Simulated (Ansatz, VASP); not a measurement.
This is a calculation of CuO for VASP 6.6.1.

POSCAR

```
CuO
1.0
    3.1754955000      0.0000000000      0.0000000000
    0.0000000000      3.1754955000      0.0000000000
    0.0000000000      0.0000000000      4.6495318700
Cu O
2 2
Direct
    0.0000000000      0.0000000000      0.0000000000
    0.5000000000      0.5000000000      0.0000000000
    0.5000000000      0.0000000000      0.2670000000
    0.0000000000      0.5000000000      0.7330000000
```

INCAR.step1

```
SYSTEM = CuO
PREC = Accurate
ENCUT = 520
ISMEAR = -1
SIGMA = 0.05
LREAL = .False.
LASPH = .True.
NELM = 100
NBANDS = 25
GGA = PE
ALGO = Normal
EDIFF = 1E-4
LWAVE = .True.
LCHARG = .False.
```

INCAR.step2

```
SYSTEM = CuO
PREC = Accurate
ENCUT = 520
EDIFF = 1E-6
ISMEAR = -1
SIGMA = 0.05
LREAL = .False.
LASPH = .True.
NELM = 100
ALGO = Normal
ISIF = 2
LWAVE = .False.
LCHARG = .True.
METAGGA = R2SCAN
LMIXTAU = .True.
LELF = .True.
LVHAR = .True.
NBANDS = 25
ISTART = 1
```

The input KPOINTS:

```
Automatic mesh
0
Gamma
  8 8 6
  0 0 0
```

Potentials or basis: VASP PAW PBE potentials, release 64 (Cu, O).

Command:

```bash
$ cat potpaw_PBE.64/Cu/POTCAR potpaw_PBE.64/O/POTCAR > POTCAR
$ cp INCAR.step1 INCAR
$ mpirun -np 1 vasp_std > vasp.out
$ cp INCAR.step2 INCAR
$ mpirun -np 1 vasp_std > vasp.out
```

Q: Translate it to Ansatz 0.2.0. Potentials there: Ansatz PAW.

A: As run (the cutoff follows the program's own potentials):

The input input.yaml:

```yaml
crystal:
  lattice:
    - [3.1754955, 0.0, 0.0]
    - [0.0, 3.1754955, 0.0]
    - [0.0, 0.0, 4.64953187]
  atoms:
    - { symbol: Cu, position: [0.0, 0.0, 0.0] }
    - { symbol: Cu, position: [0.5, 0.5, 0.0] }
    - { symbol: O, position: [0.5, 0.0, 0.267] }
    - { symbol: O, position: [0.0, 0.5, 0.733] }
hamiltonian:
  xc: r2scan
  pseudopotentials: { kind: paw }
kpoints:
  mp_grid: { grid: [8, 8, 6] }
scf:
  occupations: { method: fermi_dirac, width: 0.05 }
output:
  forces: true
  stress: true
  eigenvalues: true
```

Potentials or basis: Ansatz PAW.

Launch:

```bash
$ ansatz run input.yaml --threads 2 --pin off --max-ram 5632MiB --backend cpu --events-out ev --progress --plain --runs-dir out
```

Both were run:

|  | VASP | Ansatz | Ansatz less VASP |
| --- | --- | --- | --- |
| gap on the k mesh at the Fermi level (eV) | none | none | - |
| pressure (GPa) | 11.3 | 10.3 | -1.00 |
| traceless stress, the component that is largest in VASP (GPa) | -26.15 | -25.76 | +0.383 |
| rms of the force components (eV/Å) | 0.554 | 0.597 | +0.0431 |

VASP's potentials were made for PBE, not for r2SCAN. Atom by atom the forces differ by 0.043 eV/Å (rms over components). A gap of «none» marks a metal or a gap that the smearing closes. With one functional, cell and mesh, what is left measures potentials, basis and numerics. VASP's potentials hold 34 valence electrons a cell and Ansatz's 50, so a difference there can come from the potentials and not from the codes.
